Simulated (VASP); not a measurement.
Wanted: the native input for a VASP 6.6.1 run.

```yaml
Task: single point
Functional: PBE
Potentials_or_basis: VASP PAW PBE potentials, release 64 (B, N)
Cutoff: 520 eV
k_mesh: 6 × 6 × 10
Occupations: gaussian, width 0.05 eV
Spin: no spin polarisation
Dipole_correction: no
Further_INCAR_settings: ALGO = Normal; EDIFF = 1e-06; NBANDS = 26
```

The structure of BN lies in POSCAR:

```
BN
1.0
    4.3563000000      0.0000000000      0.0000000000
    0.0000000000      4.3563000000      0.0000000000
    0.0000000000      0.0000000000      2.2433000000
B N
4 4
Direct
    0.1742811368      0.8257188632      0.5000000000
    0.3257188632      0.3257188632      0.0000000000
    0.6742811368      0.6742811368      0.0000000000
    0.8257188632      0.1742811368      0.5000000000
    0.8126115048      0.8126115048      0.5000000000
    0.3126115048      0.6873884952      0.0000000000
    0.6873884952      0.3126115048      0.0000000000
    0.1873884952      0.1873884952      0.5000000000
```

These files were run (other wordings do the same):

INCAR

```
ALGO     = Normal         # electronic algorithm
EDIFF    = 1E-6           # SCF threshold, eV
ENCUT    = 520            # plane-wave cutoff, eV
GGA      = PE             # functional
ISIF     = 2              # what is computed and relaxed
ISMEAR   = 0              # smearing method
LASPH    = T              # aspherical terms in the spheres
LCHARG   = T              # write CHGCAR
LELF     = T              # ELF
LREAL    = F              # projectors in reciprocal space
LVHAR    = T            
LWAVE    = F              # write WAVECAR
NBANDS   = 26             # bands
NELM     = 80             # most SCF steps
PREC     = Accurate       # precision mode
SIGMA    = 0.05           # smearing width, eV
```

KPOINTS

```
k-points
0
Gamma
  6 6 10
```

Potentials or basis: VASP PAW PBE potentials, release 64 (B, N).

Launch:

```console
$ cat potpaw_PBE.64/B/POTCAR potpaw_PBE.64/N/POTCAR > POTCAR
$ mpirun -np 1 vasp_std > vasp.out
```

Results of the run:

```json
{
 "Pressure": "86.0 GPa",
 "Largest force": "1.682 eV/Å",
 "Band gap on the k mesh": "4.16 eV, indirect (least direct gap 5.97 eV)"
}
```

Caveat: forces of over 1 eV/Å act on the atoms, so gaps and moduli don't describe the material at rest.

It took 19 s on 1 thread of Intel(R) Xeon(R) 6975P-C (Granite Rapids) (shared host), peak memory 0.17 GiB.
